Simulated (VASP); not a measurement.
# BP (zinc blende) (F-43m) in VASP: further runs

BP (zinc blende) is run at these levels: LDA; tasks: single point.

All numbers are computed with VASP 6.6.1; they aren't measurements. Logs are shortened: lines on timing, memory, paths and dates and some standing lists are left out, and cuts for length are marked.

**1. The cell of the first run**

Symmetry: F-43m, No. 216, cubic system. Conventional cell: a = 3.825 Å, b = 3.825 Å, c = 3.825 Å, α = 90.00°, β = 90.00°, γ = 90.00°. B (site symmetry -43m) has 4 P at 1.66 Å within 2.2 Å. P (site symmetry -43m) has 4 B at 1.66 Å within 2.2 Å.

**2. Single point, LDA (volume scaled by 0.6)**

INCAR reads:

```
SYSTEM = BP
ALGO = Normal ; EDIFF = 1E-6
ENCUT = 500 ; GGA_COMPAT = .FALSE.
ISIF = 2 ; ISMEAR = 0
LASPH = .TRUE. ; LCHARG = .FALSE.
LREAL = .FALSE. ; LWAVE = .FALSE.
NBANDS = 11 ; NELM = 120
PREC = Accurate ; SIGMA = 0.05
```

KPOINTS reads:

```
k-points
0
G
  12 12 12
  0 0 0
```

POSCAR reads:

```
BP
1.0
    0.0000000000      1.9124835686      1.9124835686
    1.9124835686      0.0000000000      1.9124835686
    1.9124835686      1.9124835686      0.0000000000
B P
1 1
Direct
    0.0000000000      0.0000000000      0.0000000000
    0.2500000000      0.2500000000      0.2500000000
```

Potentials or basis: VASP PAW LDA potentials, release 64 (B, P).

Launch:

```console
$ cat potpaw_LDA.64/B/POTCAR potpaw_LDA.64/P/POTCAR > POTCAR
$ mpirun -np 1 vasp_std > vasp.out
```

OUTCAR:

```text
SYSTEM = BP
   EDIFF = 1E-6
   ENCUT = 500
   ISIF = 2
   ISMEAR = 0
   LASPH = .TRUE.
   LREAL = .FALSE.
   NELM = 120
   PREC = Accurate

 ion  position               nearest neighbor table
   1  0.000  0.000  0.000-   2 1.66   2 1.66   2 1.66   2 1.66
   2  0.250  0.250  0.250-   1 1.66   1 1.66   1 1.66   1 1.66

  LATTYP: Found a face centered cubic cell.
 ALAT       =     3.8249671372

  Lattice vectors:

 A1 = (   0.0000000000,   1.9124835686,   1.9124835686)
 A2 = (   1.9124835686,   0.0000000000,   1.9124835686)
 A3 = (   1.9124835686,   1.9124835686,   0.0000000000)

Analysis of symmetry for initial positions (statically):
=====================================================================
 Subroutine PRICEL returns:
 Original cell was already a primitive cell.

 Routine SETGRP: Setting up the symmetry group for a
 face centered cubic supercell.

 Subroutine GETGRP returns: Found 24 space group operations
 (whereof 24 operations were pure point group operations)
 out of a pool of 48 trial point group operations.

The static configuration has the point symmetry T_d .

Analysis of symmetry for dynamics (positions and initial velocities):
=====================================================================
 Subroutine PRICEL returns:
 Original cell was already a primitive cell.

 Routine SETGRP: Setting up the symmetry group for a
 face centered cubic supercell.

 Subroutine GETGRP returns: Found 24 space group operations
 (whereof 24 operations were pure point group operations)
 out of a pool of 48 trial point group operations.

The dynamic configuration has the point symmetry T_d .

 Subroutine INISYM returns: Found 24 space group operations
 (whereof 24 operations are pure point group operations),
 and found     1 'primitive' translations

----------------------------------------------------------------------------------------

                                     Primitive cell

  volume of cell :      13.9902

  direct lattice vectors                    reciprocal lattice vectors
     0.000000000  1.912483569  1.912483569    -0.261440155  0.261440155  0.261440155
     1.912483569  0.000000000  1.912483569     0.261440155 -0.261440155  0.261440155
     1.912483569  1.912483569  0.000000000     0.261440155  0.261440155 -0.261440155

  length of vectors
     2.704660201  2.704660201  2.704660201     0.452827631  0.452827631  0.452827631

  position of ions in fractional coordinates (direct lattice)
     0.000000000  0.000000000  0.000000000
     0.250000000  0.250000000  0.250000000

  ion indices of the primitive-cell ions
   primitive index   ion index
                 1           1
                 2           2

----------------------------------------------------------------------------------------

 KPOINTS: k-points

Automatic generation of k-mesh.
 Grid dimensions read from file:
 generate k-points for:   12   12   12

 Generating k-lattice:

  Cartesian coordinates                     Fractional coordinates (reciprocal lattice)
    -0.021786680  0.021786680  0.021786680     0.083333333  0.000000000  0.000000000
     0.021786680 -0.021786680  0.021786680     0.000000000  0.083333333  0.000000000
     0.021786680  0.021786680 -0.021786680     0.000000000  0.000000000  0.083333333

  Length of vectors
     0.037735636  0.037735636  0.037735636

  Shift w.r.t. Gamma in fractional coordinates (k-lattice)
     0.000000000  0.000000000  0.000000000

 Subroutine IBZKPT returns following result:
 ===========================================

 Found     72 irreducible k-points:

 Following reciprocal coordinates:
            Coordinates               Weight
  0.000000  0.000000  0.000000      1.000000
  0.083333  0.000000  0.000000      8.000000
  0.166667  0.000000  0.000000      8.000000
  0.250000  0.000000  0.000000      8.000000
  0.333333  0.000000  0.000000      8.000000
  0.416667  0.000000  0.000000      8.000000
[... 16 lines left out ...]
  0.500000  0.166667  0.000000     24.000000
 -0.416667  0.166667  0.000000     24.000000
 [... further k-points ...]
   k-points           NKPTS =     72   k-points in BZ     NKDIM =     72   number of bands    NBANDS=     11
   number of dos      NEDOS =    301   number of ions     NIONS =      2
   total plane-waves  NPLWV =   8000
   dimension x,y,z NGX =    20 NGY =   20 NGZ =   20
   dimension x,y,z NGXF=    40 NGYF=   40 NGZF=   40
   ions per type =               1   1
   NGX,Y,Z   is equivalent  to a cutoff of  12.29, 12.29, 12.29 a.u.
   NGXF,Y,Z  is equivalent  to a cutoff of  24.59, 24.59, 24.59 a.u.
 SYSTEM =  BP
   PREC   = accura    normal or accurate (medium, high low for compatibility)
   ISTART =      0    job   : 0-new  1-cont  2-samecut
   ICHARG =      2    charge: 1-file 2-atom 10-const
   ISPIN  =      1    spin polarized calculation?
   LNONCOLLINEAR =      F non collinear calculations
   LSORBIT =      F    spin-orbit coupling
   LASPH  =      T    aspherical Exc in radial PAW
   ENCUT  =  500.0 eV  36.75 Ry    6.06 a.u.   4.93  4.93  4.93*2*pi/ulx,y,z
   NELM   =    120;   NELMIN=  2; NELMDL= -5     # of ELM steps
   EDIFF  = 0.1E-05   stopping-criterion for ELM
   LREAL  =      F    real-space projection
   EDIFFG = 0.1E-04   stopping-criterion for IOM
   NSW    =      0    number of steps for IOM
   IBRION =     -1    ionic relax: 0-MD 1-quasi-New 2-CG
   NFREE  =      0    steps in history (QN), initial steepest desc. (CG)
   ISIF   =      2    stress and relaxation
   ISYM   =      2    0-nonsym 1-usesym 2-fastsym
   POTIM  = 0.5000    time-step for ionic-motion
   TEBEG  =    0.0;   TEEND  =   0.0 temperature during run
   PSTRESS=    0.0 pullay stress
   NELECT =       8.0000    total number of electrons
   NUPDOWN=      -1.0000    fix difference up-down
   EMIN   =  10.00;   EMAX   =-10.00  energy-range for DOS
   EFERMI =   0.00;   METHOD = LEGACY
   ISMEAR =     0;   SIGMA  =   0.05  broadening in eV -4-tet -1-fermi 0-gaus
   EFERMI_NEDOS =   21; number of points for ismear=-14 and -15
   IALGO  =     38    algorithm
   IMIX   =      4    mixing-type and parameters
     AMIX     =   0.40;   BMIX     =  1.00
     AMIX_MAG =   1.60;   BMIX_MAG =  1.00
  volume/ion in A,a.u.               =       7.00        47.21
  Fermi-wavevector in a.u.,A,eV,Ry     =   1.358826  2.567808 25.121900  1.846408
  Thomas-Fermi vector in A             =   2.485626
   LORBIT       =      0    0 simple, 1 ext, 2 COOP (PROOUT), +10 PAW based schemes
   GGA     = CA    functional components
   LHFCALC =     F    Hartree Fock is set to
   AEXX    =    0.0000 exact exchange contribution
   IVDW    =     0    specifies the selected vdW correction
   LEPSILON=     F    determine dielectric tensor
   LRPA    =     F    only Hartree local field effects (RPA)
 non-spin polarized calculation
 Gauss-broadening in eV      SIGMA  =   0.05
  energy-cutoff  :      500.00
  volume of cell :       13.99
 maximum number of plane-waves:       366
   NGX =  9   NGY =  9   NGZ =  9

 number of electron       7.9999999 magnetization

 Free energy of the ion-electron system (eV)
  ---------------------------------------------------
  ext. energy  EPLUGINS =         0.00000000
  ---------------------------------------------------
  free energy    TOTEN  =       -10.65716725 eV

  energy without entropy =      -10.65716722  energy(sigma->0) =      -10.65716723

 E-fermi :  14.6890     XC(G=0): -13.3433

 val. band max:       14.5452975950   @ k =   0.0000   0.0000   0.0000
 cond. band min:      14.8327701408   @ k =   0.5000   0.5000   0.0000
 fundamental gap:      0.2874725459
 Fermi energy:        14.6890383671

 k-point     1 :       0.0000    0.0000    0.0000
  band No.  band energies     occupation
      1      -5.9139      2.00000
      2      14.5453      1.99995
      3      14.5453      1.99995
      4      14.5453      1.99995
      5      19.6499      0.00000
      6      19.6499      0.00000
      7      19.6499      0.00000
      8      28.7656      0.00000
      9      28.7656      0.00000
     10      29.5798      0.00000
     11      31.8881      0.00000

 k-point     2 :       0.0833    0.0000    0.0000
  band No.  band energies     occupation
      1      -5.7319      2.00000
      2      13.3461      2.00000
      3      14.2852      2.00000
      4      14.2852      2.00000
      5      20.0448      0.00000
      6      20.0448      0.00000
      7      20.2510      0.00000
      8      27.8925      0.00000
      9      27.8925      0.00000
     10      29.3254      0.00000
     11      32.0354      0.00000

 k-point     3 :       0.1667    0.0000    0.0000
  band No.  band energies     occupation
      1      -5.1874      2.00000
      2      10.8823      2.00000
      3      13.7329      2.00000
      4      13.7329      2.00000
      5      20.7730      0.00000
      6      20.7730      0.00000
      7      21.1028      0.00000
      8      26.8905      0.00000
      9      26.8905      0.00000
     10      28.5785      0.00000
     11      32.8831      0.00000

 k-point     4 :       0.2500    0.0000    0.0000
  band No.  band energies     occupation
      1      -4.2866      2.00000
      2       8.1379      2.00000
      3      13.1854      2.00000
      4      13.1854      2.00000
      5      20.9389      0.00000
      6      20.9389      0.00000
      7      21.6413      0.00000
      8      27.2461      0.00000
      9      27.2461      0.00000
     10      27.7637      0.00000
     11      33.9821      0.00000
[... 239 lines left out ...]
 k-point    22 :       0.4167    0.1667    0.0000
  band No.  band energies     occupation
      1      -1.9306      2.00000
      2       5.1505      2.00000
      3      10.8210      2.00000
      4      10.8638      2.00000
      5      17.7609      0.00000
      6      23.0134      0.00000
      7      23.3505      0.00000
      8      25.7836      0.00000
      9      31.2753      0.00000
     10      33.1853      0.00000
     11      36.6513      0.00000

 k-point    23 :       0.5000    0.1667    0.0000
  band No.  band energies     occupation
      1      -0.3504      2.00000
      2       2.8988      2.00000
      3      10.0477      2.00000
      4      11.0326      2.00000
      5      17.8569      0.00000
      6      22.5967      0.00000
      7      24.1272      0.00000
      8      27.2492      0.00000
      9      30.8091      0.00000
     10      33.3395      0.00000
     11      36.6105      0.00000

 k-point    24 :      -0.4167    0.1667    0.0000
  band No.  band energies     occupation
      1       0.1274      2.00000
      2       2.3261      2.00000
      3       9.4898      2.00000
      4      11.4740      2.00000
      5      18.2913      0.00000
      6      22.0557      0.00000
      7      24.3942      0.00000
      8      29.0582      0.00000
      9      30.6099      0.00000
     10      30.6700      0.00000
     11      36.0574      0.00000

 [... further k-points ...]
[... 5 lines left out ...]
  --------------------------------------------------------------------------------------
  -------------------------------------------------------------------------------------
  Total       17.5324588     17.5324588     17.5324588      0.0000000      0.0000000      0.0000000
  in kB     2007.8454314   2007.8454314   2007.8454314      0.0000000      0.0000000      0.0000000
  external PRESSURE =    2007.8454314 kB  Pullay stress =       0.0000000 kB

 VOLUME and BASIS-vectors are now :
 -----------------------------------------------------------------------------
  energy-cutoff  :      500.00
  volume of cell :       13.99
      direct lattice vectors                 reciprocal lattice vectors
     0.000000000  1.912483569  1.912483569    -0.261440155  0.261440155  0.261440155
     1.912483569  0.000000000  1.912483569     0.261440155 -0.261440155  0.261440155
     1.912483569  1.912483569  0.000000000     0.261440155  0.261440155 -0.261440155

 POSITION                                       TOTAL-FORCE (eV/Angst)
 -----------------------------------------------------------------------------------
      0.00000      0.00000      0.00000        -0.000000      0.000000     -0.000000
      0.95624      0.95624      0.95624         0.000000     -0.000000      0.000000
 -----------------------------------------------------------------------------------
    total drift:                               -0.000000     -0.000000      0.000000

  FREE ENERGIE OF THE ION-ELECTRON SYSTEM (eV)
  ---------------------------------------------------
  free  energy   TOTEN  =       -10.6571672451 eV

  energy  without entropy=      -10.6571672199  energy(sigma->0) =      -10.65716723
```

It took 3.5 s on 1 thread of Intel Xeon 6975P-C (Granite Rapids), shared host; peak memory 0.12 GiB.

What came out:

* Free energy: -10.6572 eV
* Pressure: 200.8 GPa
* Band gap on the k mesh: 0.29 eV, indirect (least direct gap 4.92 eV)

**3. Single point, LDA (volume scaled by 0.64)**

INCAR reads:

```
SYSTEM = BP
PREC     = Accurate       ! precision mode
ENCUT    = 500            ! plane-wave cutoff, eV
EDIFF    = 1E-6           ! SCF threshold, eV
ISMEAR   = 0              ! smearing method
SIGMA    = 0.05           ! smearing width, eV
LREAL    = .FALSE.        ! projectors in reciprocal space
LASPH    = .TRUE.         ! aspherical terms in the spheres
NELM     = 120            ! most SCF steps
ALGO     = Normal         ! electronic algorithm
ISIF     = 2              ! what is computed and relaxed
LWAVE    = .FALSE.        ! write WAVECAR
LCHARG   = .FALSE.        ! write CHGCAR
NBANDS   = 11             ! bands
GGA_COMPAT= .FALSE.
```

KPOINTS reads:

```
regular mesh
0
G
  12 12 12
  0 0 0
```

POSCAR reads:

```
BP
1.0
    0.0000000000      1.9540722639      1.9540722639
    1.9540722639      0.0000000000      1.9540722639
    1.9540722639      1.9540722639      0.0000000000
B P
1 1
Direct
    0.0000000000      0.0000000000      0.0000000000
    0.2500000000      0.2500000000      0.2500000000
```

Potentials or basis: VASP PAW LDA potentials, release 64 (B, P).

Launch:

```console
$ cat potpaw_LDA.64/B/POTCAR potpaw_LDA.64/P/POTCAR > POTCAR
$ mpirun -np 1 vasp_std > vasp.out
```

OUTCAR:

```text
SYSTEM = BP
   PREC = Accurate
   ENCUT = 500
   EDIFF = 1E-6
   ISMEAR = 0
   LREAL = .FALSE.
   LASPH = .TRUE.
   NELM = 120
   ISIF = 2

 ion  position               nearest neighbor table
   1  0.000  0.000  0.000-   2 1.69   2 1.69   2 1.69   2 1.69
   2  0.250  0.250  0.250-   1 1.69   1 1.69   1 1.69   1 1.69

  LATTYP: Found a face centered cubic cell.
 ALAT       =     3.9081445278

  Lattice vectors:

 A1 = (   0.0000000000,   1.9540722639,   1.9540722639)
 A2 = (   1.9540722639,   0.0000000000,   1.9540722639)
 A3 = (   1.9540722639,   1.9540722639,   0.0000000000)

[... 513 lines left out ...]
      9      28.9376      0.00000
     10      29.1185      0.00000
     11      34.1455      0.00000

 [... further k-points ...]
[... 5 lines left out ...]
  --------------------------------------------------------------------------------------
  -------------------------------------------------------------------------------------
  Total       14.4584025     14.4584025     14.4584025     -0.0000000     -0.0000000     -0.0000000
  in kB     1552.3120717   1552.3120717   1552.3120717     -0.0000000     -0.0000000     -0.0000000
  external PRESSURE =    1552.3120717 kB  Pullay stress =       0.0000000 kB

 VOLUME and BASIS-vectors are now :
 -----------------------------------------------------------------------------
  energy-cutoff  :      500.00
  volume of cell :       14.92
      direct lattice vectors                 reciprocal lattice vectors
     0.000000000  1.954072264  1.954072264    -0.255875900  0.255875900  0.255875900
     1.954072264  0.000000000  1.954072264     0.255875900 -0.255875900  0.255875900
     1.954072264  1.954072264  0.000000000     0.255875900  0.255875900 -0.255875900

 POSITION                                       TOTAL-FORCE (eV/Angst)
 -----------------------------------------------------------------------------------
      0.00000      0.00000      0.00000         0.000000      0.000000      0.000000
      0.97704      0.97704      0.97704        -0.000000     -0.000000     -0.000000
 -----------------------------------------------------------------------------------
    total drift:                               -0.000000     -0.000000     -0.000000

  FREE ENERGIE OF THE ION-ELECTRON SYSTEM (eV)
  ---------------------------------------------------
  free  energy   TOTEN  =       -11.6893424613 eV

  energy  without entropy=      -11.6893424612  energy(sigma->0) =      -11.68934246
```

OSZICAR:

```text
N       E                     dE             d eps       ncg     rms          rms(c)
DAV:   1     0.111217915454E+02    0.11122E+02   -0.43408E+03  1592   0.668E+02
DAV:   2    -0.134185008094E+02   -0.24540E+02   -0.23304E+02  2108   0.128E+02
DAV:   3    -0.139475975019E+02   -0.52910E+00   -0.52804E+00  1959   0.157E+01
DAV:   4    -0.139487465296E+02   -0.11490E-02   -0.11490E-02  1808   0.889E-01
DAV:   5    -0.139487495919E+02   -0.30623E-05   -0.30623E-05  1971   0.448E-02    0.137E+01
DAV:   6    -0.120482418105E+02    0.19005E+01   -0.30651E+00  1796   0.965E+00    0.716E+00
DAV:   7    -0.117027271159E+02    0.34551E+00   -0.10211E+00  1931   0.557E+00    0.188E+00
DAV:   8    -0.116893137435E+02    0.13413E-01   -0.44314E-02  1812   0.146E+00    0.358E-01
DAV:   9    -0.116893656553E+02   -0.51912E-04   -0.65423E-04  1845   0.201E-01    0.177E-01
DAV:  10    -0.116893420484E+02    0.23607E-04   -0.12553E-04  1766   0.599E-02    0.411E-02
DAV:  11    -0.116893424613E+02   -0.41285E-06   -0.95756E-07  1501   0.849E-03
   1 F= -.11689342E+02 E0= -.11689342E+02  d E =-.110720E-10
```

It took 3.6 s on 1 thread of Intel Xeon 6975P-C (Granite Rapids), shared host; peak memory 0.12 GiB.

Results:

```
Free energy            : -11.6893 eV
Pressure               : 155.2 GPa
Band gap on the k mesh : 0.40 eV, indirect (least direct gap 4.65 eV)
```

Levels at points of the mesh, in eV from the valence-band top:
| k point | band 1 | band 2 | band 3 | band 4 | band 5 | band 6 | band 7 | band 8 | band 9 |
| --- | --- | --- | --- | --- | --- | --- | --- | --- | --- |
| (0.00, 0.00, 0.00) | -19.77 | 0.00 | 0.00 | 0.00 | 4.74 | 4.74 | 4.74 | 13.89 | 13.89 |
| (0.50, 0.00, 0.00) | -14.44 | -12.54 | -2.10 | -2.10 | 5.13 | 5.13 | 6.95 | 11.75 | 18.10 |
| (0.50, 0.50, 0.00) | -12.41 | -10.87 | -5.68 | -5.68 | 0.40 | 1.49 | 16.64 | 16.64 | 20.40 |

 A k mesh can miss the band edges.
